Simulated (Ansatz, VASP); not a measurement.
**Sn3Cl2: VASP beside Ansatz**

```
Sn Cl
1.0
     4.54701    0.00000    0.00000
    -2.27350    3.93783    0.00000
     0.00000    0.00000   11.69929
Sn Cl
3 2
Direct
  0.00000 0.00000 0.00000
  0.33333 0.66667 0.53979
  0.66667 0.33333 0.46021
  0.33333 0.66667 0.11357
  0.66667 0.33333 0.88643
```

Alike in both runs: functional PBE; k mesh 12 × 12 × 4; occupations gaussian, width 0.1 eV; no spin polarisation.

Ansatz relaxed the structure, and its values are those at the end. VASP's run is a single point on that final structure, the one shown.

```csv
,VASP,Ansatz
version,VASP 6.6.1,Ansatz 0.2.0
potentials or method,"VASP PAW PBE potentials, release 64 (Sn_d, Cl), cutoff 520 eV","scalar-relativistic, plane waves, PAW"
valence electrons in the cell,56,56
```

```tsv
	VASP	Ansatz	Ansatz less VASP
gap on the k mesh at the Fermi level (eV)	none	none	-
pressure (GPa)	0.0	0.0	+0.04
```

A gap of «none» marks a metal or a gap that the smearing closes.
